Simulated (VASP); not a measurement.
# Al (P6_3/mmc) in VASP: notebook

The runs below take Al through single point, with PBE+D3(BJ).

Everything below comes from runs of VASP 6.6.1. Logs are shortened: lines on timing, memory, paths and dates and some standing lists are left out, and cuts for length are marked.

### 1 The cell of the first run

It takes space group P6_3/mmc (No. 194, hexagonal). The conventional cell has a = 2.966 Å, b = 2.966 Å, c = 8.988 Å, α = 90.00°, β = 90.00°, γ = 120.00°. Within 3.7 Å of Al (site symmetry -3m) lie 12 Al at 2.83 to 2.97 Å. Within 3.7 Å of Al (site symmetry -6m2) lie 12 Al at 2.83 to 2.97 Å.

This isn't the form of Al at room conditions, which is fcc.

### 2 Single point, PBE+D3(BJ) (17.12 Å³/atom)

INCAR reads:

```
ALGO = Normal
EDIFF = 1E-6
ENCUT = 520
GGA = PE
ISIF = 2
ISMEAR = 0
IVDW = 12
LASPH = True
LCHARG = False
LREAL = False
LWAVE = False
NBANDS = 14
NELM = 60
PREC = Accurate
SIGMA = 0.15
```

KPOINTS reads:

```
k-points
0
Gamma
  18 18 6
```

POSCAR reads:

```
Al
1.0
    2.9661026475      0.0000000000      0.0000000000
   -1.4830513238      2.5687202430      0.0000000000
    0.0000000000      0.0000000000      8.9884774631
Al
4
Direct
    0.0000000000      0.0000000000      0.0000000000
    0.3333333333      0.6666666667      0.2500000000
    0.0000000000      0.0000000000      0.5000000000
    0.6666666667      0.3333333333      0.7500000000
```

Potentials or basis: VASP PAW PBE potentials, release 64 (Al).

On the command line:

```console
$ cat potpaw_PBE.64/Al/POTCAR > POTCAR
$ mpirun -np 1 vasp_std > vasp.out
```

OUTCAR:

```text
EDIFF = 1E-6
   ENCUT = 520
   GGA = PE
   ISIF = 2
   ISMEAR = 0
   IVDW = 12
   LASPH = True
   LREAL = False
   NELM = 60
   PREC = Accurate
 IVDW          = 12

 ion  position               nearest neighbor table
   1  0.000  0.000  0.000-   2 2.83   4 2.83   4 2.83   2 2.83   4 2.83   2 2.83
   2  0.333  0.667  0.250-   1 2.83   3 2.83   1 2.83   3 2.83   1 2.83   3 2.83
   3  0.000  0.000  0.500-   2 2.83   4 2.83   4 2.83   2 2.83   4 2.83   2 2.83
   4  0.667  0.333  0.750-   1 2.83   3 2.83   1 2.83   3 2.83   1 2.83   3 2.83

  LATTYP: Found a hexagonal cell.
 ALAT       =     2.9661026475
 C/A-ratio  =     3.0304000000

  Lattice vectors:

 A1 = (   2.9661026475,   0.0000000000,   0.0000000000)
 A2 = (  -1.4830513238,   2.5687202430,   0.0000000000)
 A3 = (   0.0000000000,   0.0000000000,   8.9884774631)

Analysis of symmetry for initial positions (statically):
=====================================================================
 Subroutine PRICEL returns:
 Original cell was already a primitive cell.

 Routine SETGRP: Setting up the symmetry group for a
 hexagonal supercell.

 Subroutine GETGRP returns: Found 24 space group operations
 (whereof 12 operations were pure point group operations)
 out of a pool of 24 trial point group operations.

The static configuration has the point symmetry D_3d.
 The point group associated with its full space group is D_6h.

Analysis of symmetry for dynamics (positions and initial velocities):
=====================================================================
 Subroutine PRICEL returns:
 Original cell was already a primitive cell.

 Routine SETGRP: Setting up the symmetry group for a
 hexagonal supercell.

 Subroutine GETGRP returns: Found 24 space group operations
 (whereof 12 operations were pure point group operations)
 out of a pool of 24 trial point group operations.

The dynamic configuration has the point symmetry D_3d.
 The point group associated with its full space group is D_6h.

 Subroutine INISYM returns: Found 24 space group operations
 (whereof 12 operations are pure point group operations),
 and found     1 'primitive' translations

----------------------------------------------------------------------------------------

                                     Primitive cell

  volume of cell :      68.4840

  direct lattice vectors                    reciprocal lattice vectors
     2.966102648  0.000000000  0.000000000     0.337142749  0.194649457  0.000000000
    -1.483051324  2.568720243  0.000000000     0.000000000  0.389298914  0.000000000
     0.000000000  0.000000000  8.988477463     0.000000000  0.000000000  0.111253547

  length of vectors
     2.966102648  2.966102648  8.988477463     0.389298914  0.389298914  0.111253547

  position of ions in fractional coordinates (direct lattice)
     0.000000000  0.000000000  0.000000000
     0.333333333  0.666666667  0.250000000
     0.000000000  0.000000000  0.500000000
     0.666666667  0.333333333  0.750000000

  ion indices of the primitive-cell ions
   primitive index   ion index
                 1           1
                 2           2
                 3           3
                 4           4

----------------------------------------------------------------------------------------

 KPOINTS: k-points

Automatic generation of k-mesh.
 Grid dimensions read from file:
 generate k-points for:   18   18    6

 Generating k-lattice:

  Cartesian coordinates                     Fractional coordinates (reciprocal lattice)
     0.018730153  0.010813859  0.000000000     0.055555556  0.000000000  0.000000000
     0.000000000  0.021627717  0.000000000     0.000000000  0.055555556  0.000000000
     0.000000000  0.000000000  0.018542258     0.000000000  0.000000000  0.166666667

  Length of vectors
     0.021627717  0.021627717  0.018542258

  Shift w.r.t. Gamma in fractional coordinates (k-lattice)
     0.000000000  0.000000000  0.000000000

 Subroutine IBZKPT returns following result:
 ===========================================

 Found    148 irreducible k-points:

 Following reciprocal coordinates:
            Coordinates               Weight
  0.000000  0.000000  0.000000      1.000000
  0.055556 -0.000000  0.000000      6.000000
  0.111111 -0.000000  0.000000      6.000000
  0.166667 -0.000000  0.000000      6.000000
  0.222222  0.000000  0.000000      6.000000
  0.277778  0.000000  0.000000      6.000000
[... 16 lines left out ...]
  0.333333  0.111111  0.000000     12.000000
  0.388889  0.111111  0.000000     12.000000
 [... further k-points ...]
   k-points           NKPTS =    148   k-points in BZ     NKDIM =    148   number of bands    NBANDS=     14
   number of dos      NEDOS =    301   number of ions     NIONS =      4
   total plane-waves  NPLWV =  40320
   dimension x,y,z NGX =    24 NGY =   24 NGZ =   70
   dimension x,y,z NGXF=    48 NGYF=   48 NGZF=  140
   ions per type =               4
   NGX,Y,Z   is equivalent  to a cutoff of  13.45, 13.45, 12.95 a.u.
   NGXF,Y,Z  is equivalent  to a cutoff of  26.90, 26.90, 25.89 a.u.
 SYSTEM =  unknown system
   PREC   = accura    normal or accurate (medium, high low for compatibility)
   ISTART =      0    job   : 0-new  1-cont  2-samecut
   ICHARG =      2    charge: 1-file 2-atom 10-const
   ISPIN  =      1    spin polarized calculation?
   LNONCOLLINEAR =      F non collinear calculations
   LSORBIT =      F    spin-orbit coupling
   LASPH  =      T    aspherical Exc in radial PAW
   ENCUT  =  520.0 eV  38.22 Ry    6.18 a.u.   5.51  5.51 16.71*2*pi/ulx,y,z
   NELM   =     60;   NELMIN=  2; NELMDL= -5     # of ELM steps
   EDIFF  = 0.1E-05   stopping-criterion for ELM
   LREAL  =      F    real-space projection
   EDIFFG = 0.1E-04   stopping-criterion for IOM
   NSW    =      0    number of steps for IOM
   IBRION =     -1    ionic relax: 0-MD 1-quasi-New 2-CG
   NFREE  =      0    steps in history (QN), initial steepest desc. (CG)
   ISIF   =      2    stress and relaxation
   ISYM   =      2    0-nonsym 1-usesym 2-fastsym
   POTIM  = 0.5000    time-step for ionic-motion
   TEBEG  =    0.0;   TEEND  =   0.0 temperature during run
   PSTRESS=    0.0 pullay stress
   NELECT =      12.0000    total number of electrons
   NUPDOWN=      -1.0000    fix difference up-down
   EMIN   =  10.00;   EMAX   =-10.00  energy-range for DOS
   EFERMI =   0.00;   METHOD = LEGACY
   ISMEAR =     0;   SIGMA  =   0.15  broadening in eV -4-tet -1-fermi 0-gaus
   EFERMI_NEDOS =   21; number of points for ismear=-14 and -15
   IALGO  =     38    algorithm
   IMIX   =      4    mixing-type and parameters
     AMIX     =   0.40;   BMIX     =  1.00
     AMIX_MAG =   1.60;   BMIX_MAG =  1.00
  volume/ion in A,a.u.               =      17.12       115.54
  Fermi-wavevector in a.u.,A,eV,Ry     =   0.916092  1.731162 11.418332  0.839224
  Thomas-Fermi vector in A             =   2.040908
   LORBIT       =      0    0 simple, 1 ext, 2 COOP (PROOUT), +10 PAW based schemes
   GGA     = PE    functional components
   LHFCALC =     F    Hartree Fock is set to
   AEXX    =    0.0000 exact exchange contribution
   IVDW    =    12    specifies the selected vdW correction
   LEPSILON=     F    determine dielectric tensor
   LRPA    =     F    only Hartree local field effects (RPA)
 non-spin polarized calculation
 Gauss-broadening in eV      SIGMA  =   0.15
  energy-cutoff  :      520.00
  volume of cell :       68.48
 maximum number of plane-waves:      1894
 NGX is ok and might be reduce to    24
   NGX = 11   NGY = 11   NGZ = 33

 number of electron      12.0000000 magnetization

 Free energy of the ion-electron system (eV)
  ---------------------------------------------------
  ext. energy  EPLUGINS =         0.00000000
  ---------------------------------------------------
  free energy    TOTEN  =       -14.87290573 eV

  energy without entropy =      -14.85539482  energy(sigma->0) =      -14.86415028

 E-fermi :   7.6277     XC(G=0): -10.0617

 val. band max:        7.6071152347   @ k =   0.3333   0.2778   0.1667
 cond. band min:       7.6296500603   @ k =   0.2778   0.0556   0.5000
 fundamental gap:      0.0225348256
 Fermi energy:         7.6276759180

 k-point     1 :       0.0000    0.0000    0.0000
  band No.  band energies     occupation
      1      -3.2673      2.00000
      2      -1.4474      2.00000
      3      -1.4451      2.00000
      4       3.5932      2.00000
      5       4.2133      2.00000
      6      12.3932      0.00000
      7      12.4225      0.00000
      8      16.8370      0.00000
      9      16.8370      0.00000
     10      17.1805      0.00000
     11      17.1805      0.00000
     12      18.4331      0.00000
     13      18.4376      0.00000
     14      18.4756      0.00000

 k-point     2 :       0.0556   -0.0000    0.0000
  band No.  band energies     occupation
      1      -3.1981      2.00000
      2      -1.3790      2.00000
      3      -1.3768      2.00000
      4       3.6569      2.00000
      5       4.2809      2.00000
      6      12.4362      0.00000
      7      12.4754      0.00000
      8      15.4990      0.00000
      9      16.0079      0.00000
     10      16.9058      0.00000
     11      17.0947      0.00000
     12      17.4548      0.00000
     13      17.5741      0.00000
     14      17.5874      0.00000
[... 343 lines left out ...]
      1       0.2867      2.00000
      2       2.0542      2.00000
      3       2.0632      2.00000
      4       5.0501      2.00000
      5       6.5174      2.00000
      6       6.7778      2.00000
      7       7.2397      1.99975
      8       7.8321      0.05395
      9       9.7941      0.00000
     10      11.1682      0.00000
     11      11.5007      0.00000
     12      11.9065      0.00000
     13      12.5824      0.00000
     14      15.5970      0.00000

 k-point    24 :       0.3889    0.1111    0.0000
  band No.  band energies     occupation
      1       1.2938      2.00000
      2       3.0219      2.00000
      3       3.0559      2.00000
      4       3.7060      2.00000
      5       5.4187      2.00000
      6       5.4913      2.00000
      7       7.9143      0.00688
      8       8.6249      0.00000
      9       9.6219      0.00000
     10      10.1547      0.00000
     11      11.0533      0.00000
     12      11.4319      0.00000
     13      11.6183      0.00000
     14      15.8194      0.00000

 [... further k-points ...]

------------------------ aborting loop because EDIFF is reached ----------------------------------------

 Edisp (eV)   -1.29499

 E8    (eV) :    -0.5789

  FORCE on cell =-STRESS in cart. coord.  units (eV):
  Direction    XX          YY          ZZ          XY          YZ          ZX
  --------------------------------------------------------------------------------------
  -------------------------------------------------------------------------------------
  Total      -2.70118    -2.70118    -1.00536     0.00000     0.00000     0.00000
  in kB     -63.19395   -63.19395   -23.52036     0.00000     0.00000     0.00000
  external pressure =      -49.97 kB  Pullay stress =        0.00 kB

 VOLUME and BASIS-vectors are now :
 -----------------------------------------------------------------------------
  energy-cutoff  :      520.00
  volume of cell :       68.48
      direct lattice vectors                 reciprocal lattice vectors
     2.966102648  0.000000000  0.000000000     0.337142749  0.194649457  0.000000000
    -1.483051324  2.568720243  0.000000000     0.000000000  0.389298914  0.000000000
     0.000000000  0.000000000  8.988477463     0.000000000  0.000000000  0.111253547

 POSITION                                       TOTAL-FORCE (eV/Angst)
 -----------------------------------------------------------------------------------
      0.00000      0.00000      0.00000        -0.000000      0.000000     -0.000000
     -0.00000      1.71248      2.24712         0.000000      0.000000      0.000000
      0.00000      0.00000      4.49424        -0.000000      0.000000     -0.000000
      1.48305      0.85624      6.74136        -0.000000     -0.000000      0.000000
 -----------------------------------------------------------------------------------
    total drift:                               -0.000000      0.000000      0.000000

  FREE ENERGIE OF THE ION-ELECTRON SYSTEM (eV)
  ---------------------------------------------------
  free  energy   TOTEN  =       -16.1678929851 eV

  energy  without entropy=      -16.1503820814  energy(sigma->0) =      -16.15913753
```

It took 41 s on 1 thread of Intel Xeon 6975P-C (Granite Rapids), shared host; peak memory 0.26 GiB.

Results:

```
Free energy                : -16.1679 eV
Pressure                   : -5.0 GPa
Band gap on the k mesh     : zero (bands 6 and 7 overlap by 6.58 eV)
Dispersion energy per atom : -0.324 eV
```

Levels at points of the mesh, in eV from the Fermi level:
```csv
k point,band 2,band 3,band 4,band 5,band 6,band 7,band 8,band 9,band 10,band 11
"(0.00, 0.00, 0.00)",-9.08,-9.07,-4.03,-3.41,4.77,4.79,9.21,9.21,9.55,9.55
"(0.50, 0.00, 0.00)",-5.30,-3.94,-3.78,-3.50,-3.29,0.94,1.45,1.89,2.10,4.56
"(0.00, 0.00, 0.50)",-10.44,-6.83,-6.83,0.18,0.18,9.53,9.53,9.53,9.53,9.83
"(0.50, 0.00, 0.50)",-5.08,-4.84,-4.84,-1.76,-1.76,-1.09,-1.09,4.95,4.95,5.06
```

Caveat: the cell stands under tension.

(Part 1 of 2 ends here.)
